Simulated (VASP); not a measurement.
# Hf (Im-3m) in VASP: settings compared, part 2 of 2

VASP 6.6.1. Earlier steps stand in the parts before.

**4. Single point, r2SCAN**

This run uses another cell than the first one, of 22.27 Å³/atom, 0.909 times its volume.

POSCAR reads:

```
Hf
1.0
   -1.7723126184      1.7723126184      1.7723126184
    1.7723126184     -1.7723126184      1.7723126184
    1.7723126184      1.7723126184     -1.7723126184
Hf
1
Direct
    0.0000000000      0.0000000000      0.0000000000
```

INCAR.step1 reads:

```
SYSTEM = Hf
ALGO = Normal
EDIFF = 1E-4
ENCUT = 520
GGA = PE
ISMEAR = 0
LASPH = .TRUE.
LCHARG = .FALSE.
LREAL = .FALSE.
LWAVE = .TRUE.
NBANDS = 11
NELM = 60
PREC = Accurate
SIGMA = 0.1
```

INCAR.step2 reads:

```
SYSTEM = Hf
ALGO = Normal
EDIFF = 1E-6
ENCUT = 520
ISIF = 2
ISMEAR = 0
ISTART = 1
LASPH = .TRUE.
LCHARG = .TRUE.
LELF = .TRUE.
LMIXTAU = .TRUE.
LREAL = .FALSE.
LVHAR = .TRUE.
LWAVE = .FALSE.
METAGGA = R2SCAN
NBANDS = 11
NELM = 60
PREC = Accurate
SIGMA = 0.1
```

KPOINTS reads:

```
k-points
0
G
  16 16 16
  0 0 0
```

Potentials or basis: VASP PAW PBE potentials, release 64 (Hf_pv).

Run with:

```sh
$ cat potpaw_PBE.64/Hf_pv/POTCAR > POTCAR
$ cp INCAR.step1 INCAR
$ mpirun -np 1 vasp_std > vasp.out
$ cp INCAR.step2 INCAR
$ mpirun -np 1 vasp_std > vasp.out
```

OUTCAR:

```text
SYSTEM = Hf
   EDIFF = 1E-6
   ENCUT = 520
   ISIF = 2
   ISMEAR = 0
   ISTART = 1
   LASPH = .TRUE.
   LREAL = .FALSE.
   METAGGA = R2SCAN
   NELM = 60
   PREC = Accurate

 ion  position               nearest neighbor table
   1  0.000  0.000  0.000-

  LATTYP: Found a body centered cubic cell.
 ALAT       =     3.5446252368

  Lattice vectors:

 A1 = (  -1.7723126184,   1.7723126184,   1.7723126184)
 A2 = (   1.7723126184,  -1.7723126184,   1.7723126184)
 A3 = (   1.7723126184,   1.7723126184,  -1.7723126184)

Analysis of symmetry for initial positions (statically):
=====================================================================
 Subroutine PRICEL returns:
 Original cell was already a primitive cell.

 Routine SETGRP: Setting up the symmetry group for a
 body centered cubic supercell.

 Subroutine GETGRP returns: Found 48 space group operations
 (whereof 48 operations were pure point group operations)
 out of a pool of 48 trial point group operations.

The static configuration has the point symmetry O_h .

Analysis of symmetry for dynamics (positions and initial velocities):
=====================================================================
 Subroutine PRICEL returns:
 Original cell was already a primitive cell.

 Routine SETGRP: Setting up the symmetry group for a
 body centered cubic supercell.

 Subroutine GETGRP returns: Found 48 space group operations
 (whereof 48 operations were pure point group operations)
 out of a pool of 48 trial point group operations.

The dynamic configuration has the point symmetry O_h .

 Subroutine INISYM returns: Found 48 space group operations
 (whereof 48 operations are pure point group operations),
 and found     1 'primitive' translations

----------------------------------------------------------------------------------------

                                     Primitive cell

  volume of cell :      22.2680

  direct lattice vectors                    reciprocal lattice vectors
    -1.772312618  1.772312618  1.772312618     0.000000000  0.282117271  0.282117271
     1.772312618 -1.772312618  1.772312618     0.282117271  0.000000000  0.282117271
     1.772312618  1.772312618 -1.772312618     0.282117271  0.282117271  0.000000000

  length of vectors
     3.069735502  3.069735502  3.069735502     0.398974071  0.398974071  0.398974071

  position of ions in fractional coordinates (direct lattice)
     0.000000000  0.000000000  0.000000000

  ion indices of the primitive-cell ions
   primitive index   ion index
                 1           1

----------------------------------------------------------------------------------------

 KPOINTS: k-points

Automatic generation of k-mesh.
 Grid dimensions read from file:
 generate k-points for:   16   16   16

 Generating k-lattice:

  Cartesian coordinates                     Fractional coordinates (reciprocal lattice)
     0.000000000  0.017632329  0.017632329     0.062500000  0.000000000  0.000000000
     0.017632329  0.000000000  0.017632329     0.000000000  0.062500000  0.000000000
     0.017632329  0.017632329  0.000000000     0.000000000  0.000000000  0.062500000

  Length of vectors
     0.024935879  0.024935879  0.024935879

  Shift w.r.t. Gamma in fractional coordinates (k-lattice)
     0.000000000  0.000000000  0.000000000

 Subroutine IBZKPT returns following result:
 ===========================================

 Found    145 irreducible k-points:

 Following reciprocal coordinates:
            Coordinates               Weight
  0.000000  0.000000  0.000000      1.000000
  0.062500  0.000000  0.000000     12.000000
  0.125000  0.000000  0.000000     12.000000
  0.187500  0.000000  0.000000     12.000000
  0.250000  0.000000  0.000000     12.000000
  0.312500  0.000000  0.000000     12.000000
[... 16 lines left out ...]
  0.187500  0.187500  0.000000     24.000000
  0.250000  0.187500  0.000000     48.000000
 [... further k-points ...]
   k-points           NKPTS =    145   k-points in BZ     NKDIM =    145   number of bands    NBANDS=     11
   number of dos      NEDOS =    301   number of ions     NIONS =      1
   total plane-waves  NPLWV =  13824
   dimension x,y,z NGX =    24 NGY =   24 NGZ =   24
   dimension x,y,z NGXF=    48 NGYF=   48 NGZF=   48
   ions per type =               1
   NGX,Y,Z   is equivalent  to a cutoff of  13.00, 13.00, 13.00 a.u.
   NGXF,Y,Z  is equivalent  to a cutoff of  26.00, 26.00, 26.00 a.u.
 SYSTEM =  Hf
   PREC   = accura    normal or accurate (medium, high low for compatibility)
   ISTART =      1    job   : 0-new  1-cont  2-samecut
   ICHARG =      0    charge: 1-file 2-atom 10-const
   ISPIN  =      1    spin polarized calculation?
   LNONCOLLINEAR =      F non collinear calculations
   LSORBIT =      F    spin-orbit coupling
   LASPH  =      T    aspherical Exc in radial PAW
   ENCUT  =  520.0 eV  38.22 Ry    6.18 a.u.   5.71  5.71  5.71*2*pi/ulx,y,z
   NELM   =     60;   NELMIN=  2; NELMDL=  0     # of ELM steps
   EDIFF  = 0.1E-05   stopping-criterion for ELM
   LREAL  =      F    real-space projection
   EDIFFG = 0.1E-04   stopping-criterion for IOM
   NSW    =      0    number of steps for IOM
   IBRION =     -1    ionic relax: 0-MD 1-quasi-New 2-CG
   NFREE  =      0    steps in history (QN), initial steepest desc. (CG)
   ISIF   =      2    stress and relaxation
   ISYM   =      2    0-nonsym 1-usesym 2-fastsym
   POTIM  = 0.5000    time-step for ionic-motion
   TEBEG  =    0.0;   TEEND  =   0.0 temperature during run
   PSTRESS=    0.0 pullay stress
   NELECT =      10.0000    total number of electrons
   NUPDOWN=      -1.0000    fix difference up-down
   EMIN   =  10.00;   EMAX   =-10.00  energy-range for DOS
   EFERMI =   0.00;   METHOD = LEGACY
   ISMEAR =     0;   SIGMA  =   0.10  broadening in eV -4-tet -1-fermi 0-gaus
   EFERMI_NEDOS =   21; number of points for ismear=-14 and -15
   IALGO  =     38    algorithm
   IMIX   =      4    mixing-type and parameters
     AMIX     =   0.40;   BMIX     =  1.00
     AMIX_MAG =   1.60;   BMIX_MAG =  1.00
  volume/ion in A,a.u.               =      22.27       150.27
  Fermi-wavevector in a.u.,A,eV,Ry     =   1.253664  2.369082 21.383917  1.571674
  Thomas-Fermi vector in A             =   2.387506
   LORBIT       =      0    0 simple, 1 ext, 2 COOP (PROOUT), +10 PAW based schemes
   METAGGA = R2SCAN    functional components
   LHFCALC =     F    Hartree Fock is set to
   AEXX    =    0.0000 exact exchange contribution
   IVDW    =     0    specifies the selected vdW correction
   LEPSILON=     F    determine dielectric tensor
   LRPA    =     F    only Hartree local field effects (RPA)
 non-spin polarized calculation
 Gauss-broadening in eV      SIGMA  =   0.10
  energy-cutoff  :      520.00
  volume of cell :       22.27
 maximum number of plane-waves:       616
   NGX = 11   NGY = 11   NGZ = 11

 number of electron      10.0000001 magnetization

 Free energy of the ion-electron system (eV)
  ---------------------------------------------------
  ext. energy  EPLUGINS =         0.00000000
  ---------------------------------------------------
  free energy    TOTEN  =       -44.94417242 eV

  energy without entropy =      -44.93495545  energy(sigma->0) =      -44.93956393

 E-fermi :   4.4812     XC(G=0): -12.1915

 val. band max:        4.4696089189   @ k =   0.3125   0.0625   0.0000
 cond. band min:       4.4827731699   @ k =   0.3125   0.1250   0.0625
 fundamental gap:      0.0131642510
 Fermi energy:         4.4812277831

 k-point     1 :       0.0000    0.0000    0.0000
  band No.  band energies     occupation
      1     -26.4694      2.00000
      2     -26.4694      2.00000
      3     -26.4694      2.00000
      4      -2.9156      2.00000
      5       6.2632      0.00000
      6       6.2632      0.00000
      7       6.2632      0.00000
      8       9.0991      0.00000
      9       9.0991      0.00000
     10      16.6439      0.00000
     11      18.4576      0.00000
[... 309 lines left out ...]
 k-point    24 :       0.2500    0.1875    0.0000
  band No.  band energies     occupation
      1     -27.1391      2.00000
      2     -26.7435      2.00000
      3     -26.5419      2.00000
      4       1.1552      2.00000
      5       4.0252      2.00000
      6       4.5863      0.13743
      7       8.5032      0.00000
      8       9.8789      0.00000
      9      11.2866      0.00000
     10      16.1594      0.00000
     11      16.6465      0.00000

 [... further k-points ...]

------------------------ aborting loop because EDIFF is reached ----------------------------------------

  FORCE on cell =-STRESS in cart. coord.  units (eV):
  Direction    XX          YY          ZZ          XY          YZ          ZX
  --------------------------------------------------------------------------------------
  -------------------------------------------------------------------------------------
  Total       -0.1299218     -0.1299218     -0.1299218      0.0000000      0.0000000      0.0000000
  in kB       -9.3478450     -9.3478450     -9.3478450      0.0000000      0.0000000      0.0000000
  external PRESSURE =      -9.3478450 kB  Pullay stress =       0.0000000 kB

 VOLUME and BASIS-vectors are now :
 -----------------------------------------------------------------------------
  energy-cutoff  :      520.00
  volume of cell :       22.27
      direct lattice vectors                 reciprocal lattice vectors
    -1.772312618  1.772312618  1.772312618     0.000000000  0.282117271  0.282117271
     1.772312618 -1.772312618  1.772312618     0.282117271  0.000000000  0.282117271
     1.772312618  1.772312618 -1.772312618     0.282117271  0.282117271  0.000000000

 POSITION                                       TOTAL-FORCE (eV/Angst)
 -----------------------------------------------------------------------------------
      0.00000      0.00000      0.00000         0.000000     -0.000000      0.000000
 -----------------------------------------------------------------------------------
    total drift:                               -0.000000      0.000000      0.000000

  FREE ENERGIE OF THE ION-ELECTRON SYSTEM (eV)
  ---------------------------------------------------
  free  energy   TOTEN  =       -44.9441724195 eV

  energy  without entropy=      -44.9349554468  energy(sigma->0) =      -44.93956393
```

OSZICAR.step1:

```text
N       E                     dE             d eps       ncg     rms          rms(c)
DAV:   1     0.128065183775E+02    0.12807E+02   -0.58123E+03  3206   0.850E+02
DAV:   2    -0.965494217955E+01   -0.22461E+02   -0.21825E+02  3973   0.155E+02
DAV:   3    -0.100861632112E+02   -0.43122E+00   -0.42682E+00  3999   0.147E+01
DAV:   4    -0.100878104796E+02   -0.16473E-02   -0.16469E-02  3600   0.111E+00
DAV:   5    -0.100878204724E+02   -0.99928E-05   -0.99922E-05  3962   0.753E-02    0.449E+01
DAV:   6    -0.983420154391E+01    0.25362E+00   -0.21673E-01  3562   0.345E+00    0.260E+01
DAV:   7    -0.975252178365E+01    0.81680E-01   -0.29834E-01  3580   0.391E+00    0.126E+00
DAV:   8    -0.974909904382E+01    0.34227E-02   -0.18695E-02  3619   0.983E-01    0.258E-01
DAV:   9    -0.974910491349E+01   -0.58697E-05   -0.21051E-04  3581   0.131E-01
   1 F= -.97491049E+01 E0= -.97453712E+01  d E =-.746742E-02
```

It used 130 s of CPU time on 1 thread of AMD EPYC 7R13 Processor (Zen 3), with other jobs on the host.

Results:

| Quantity | Value |
| --- | --- |
| Free energy | -44.9442 eV |
| Pressure | -0.9 GPa |
| Band gap on the k mesh | zero (band 5 reaches 6.26 eV, above the bottom of band 6 at 3.75 eV) |

Caveat: the PAW data sets were made with another functional, which shifts forces and pressure a little; spin-orbit coupling is left out, which moves the levels of the heavy elements.

**5. Single point, PBE, non-collinear spin, zero start, spin-orbit coupling**

This run uses another cell than the first one, of 22.27 Å³/atom, 0.909 times its volume.

INCAR reads:

```
PREC     = Accurate       # precision mode
ENCUT    = 520            # plane-wave cutoff, eV
EDIFF    = 1E-6           # SCF threshold, eV
ISMEAR   = 0              # smearing method
SIGMA    = 0.1            # smearing width, eV
LREAL    = F              # projectors in reciprocal space
LASPH    = T              # aspherical terms in the spheres
NELM     = 150            # most SCF steps
ALGO     = Normal         # electronic algorithm
ISIF     = 2              # what is computed and relaxed
LWAVE    = F              # write WAVECAR
LCHARG   = F              # write CHGCAR
MAGMOM   = 0 0 0          # initial moments
LORBIT   = 11             # projections on sites
LSORBIT  = T              # spin-orbit coupling
GGA_COMPAT= F            
LORBMOM  = T            
LMAXMIX  = 4              # l up to which the mixer works
GGA      = PE             # functional
NBANDS   = 21             # bands
```

KPOINTS reads:

```
Automatic mesh
0
Gamma
  16 16 16
```

POSCAR is that of step 4.

Potentials or basis: VASP PAW PBE potentials, release 64 (Hf_pv).

Run with:

```sh
$ cat potpaw_PBE.64/Hf_pv/POTCAR > POTCAR
$ mpirun -np 1 vasp_ncl > vasp.out
```

OUTCAR:

```text
PREC = Accurate
   ENCUT = 520
   EDIFF = 1E-6
   ISMEAR = 0
   LREAL = F
   LASPH = T
   NELM = 150
   ISIF = 2
   LORBIT = 11
   LSORBIT = T
   GGA = PE

 ion  position               nearest neighbor table
   1  0.000  0.000  0.000-

  LATTYP: Found a body centered cubic cell.
 ALAT       =     3.5446252368

  Lattice vectors:

 A1 = (  -1.7723126184,   1.7723126184,   1.7723126184)
 A2 = (   1.7723126184,  -1.7723126184,   1.7723126184)
 A3 = (   1.7723126184,   1.7723126184,  -1.7723126184)

Analysis of symmetry for initial positions (statically):
=====================================================================
 Subroutine PRICEL returns:
[... 822 lines left out ...]
  1         0.000   0.000   0.000
 ----------------------------------------
            0.000   0.000   0.000

 Spin-Orbit-Coupling matrix elements

 Ion:    1  E_soc:     -1.3645502
 l=   1
     0.0000000    -0.2189247    -0.2189247
    -0.2189247     0.0000000    -0.2189247
    -0.2189247    -0.2189247     0.0000000
 l=   2
     0.0000000    -0.0013838     0.0000000    -0.0013838    -0.0071166
    -0.0013838     0.0000000    -0.0053374    -0.0013838    -0.0017791
     0.0000000    -0.0053374     0.0000000    -0.0053374     0.0000000
    -0.0013838    -0.0013838    -0.0053374     0.0000000    -0.0017791
    -0.0071166    -0.0017791     0.0000000    -0.0017791     0.0000000
 l=   3
     0.0000000     0.0000000     0.0000000     0.0000000     0.0000000     0.0000000     0.0000000
     0.0000000     0.0000000     0.0000000     0.0000000     0.0000000     0.0000000     0.0000000
     0.0000000     0.0000000     0.0000000     0.0000000     0.0000000     0.0000000     0.0000000
     0.0000000     0.0000000     0.0000000     0.0000000     0.0000000     0.0000000     0.0000000
     0.0000000     0.0000000     0.0000000     0.0000000     0.0000000     0.0000000     0.0000000
     0.0000000     0.0000000     0.0000000     0.0000000     0.0000000     0.0000000     0.0000000
     0.0000000     0.0000000     0.0000000     0.0000000     0.0000000     0.0000000     0.0000000

 total charge

# of ion       s       p       d       tot
------------------------------------------
    1        0.383   6.412   1.603   8.398

 magnetization (x)

# of ion       s       p       d       tot
------------------------------------------
    1        0.000   0.000   0.000   0.000

 magnetization (y)

# of ion       s       p       d       tot
------------------------------------------
    1       -0.000  -0.000  -0.000  -0.000

 magnetization (z)

# of ion       s       p       d       tot
------------------------------------------
    1       -0.000   0.000   0.000  -0.000
```

stdout:

```text
POSCAR found type information on POSCAR Hf
 POSCAR found :  1 types and       1 ions
 scaLAPACK will be used
 LDA part: xc-table for (Slater+PW92), standard interpolation
 POSCAR, INCAR and KPOINTS ok, starting setup
 FFT: planning ... GRIDC
 FFT: planning ... GRID_SOFT
 FFT: planning ... GRID
 WAVECAR not read
 entering main loop
```

It used 520 s of CPU time on 1 thread of AMD EPYC 7R13 Processor (Zen 3), with other jobs on the host.

Results:

* Free energy: -10.4374 eV
* Pressure: -0.7 GPa
* Net moment: 0.00 μB per cell
* Valence electrons inside the program's atomic spheres: Hf 8.40

Moments on the atoms (μB; x, y, z):
```
Hf  0.00 0.00 0.00
```

**6. The runs side by side**

| level | spin | cell | gap on the mesh (eV) | pressure (GPa) |
| --- | --- | --- | --- | --- |
| PBE | off | a = 3.169 Å, angles 109.5°, 1 atom | none | -8.5 |
| PBE | off | a = 3.188 Å, angles 109.5°, 1 atom | none | -9.6 |
| r2SCAN | off | a = 3.070 Å, angles 109.5°, 1 atom | none | -0.9 |
| PBE | non-collinear, zero start, SOC | a = 3.070 Å, angles 109.5°, 1 atom | - | -0.7 |

Alike in all rows: task single point; potentials or basis VASP PAW PBE potentials, release 64 (Hf_pv); k mesh 16 × 16 × 16; cutoff (eV) 520; smearing gaussian 0.1 eV.

Caveats: spin-orbit coupling is left out, which moves the levels of the heavy elements (some runs); the PAW data sets were made with another functional, which shifts forces and pressure a little (some runs).

Absolute energies hang on the potentials; compare differences alone.
